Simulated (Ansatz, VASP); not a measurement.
# Ca in VASP and in Ansatz

```
CELL_PARAMETERS angstrom
-2.24000 2.24000 2.24000
2.24000 -2.24000 2.24000
2.24000 2.24000 -2.24000
ATOMIC_POSITIONS crystal
Ca 0.00000 0.00000 0.00000
```

Alike in both runs: task relaxation of cell and atoms; functional PBE; k mesh 8 × 8 × 8; occupations fermi-dirac, width 0.05 eV; no spin polarisation.

```csv
,VASP,Ansatz
version,VASP 6.6.1,Ansatz 0.2.0
potentials or method,"VASP PAW PBE potentials, release 64 (Ca_sv), cutoff 600 eV","all-electron LAPW, scalar-relativistic"
```

```tsv
	VASP	Ansatz	Ansatz less VASP
relaxed volume (Å³/atom)	42.19	42.07	-0.118
relaxed cell length with the largest relative difference (Å)	3.798	3.795	-0.0035
```

Ansatz ran all-electron here, and VASP with PAW potentials.
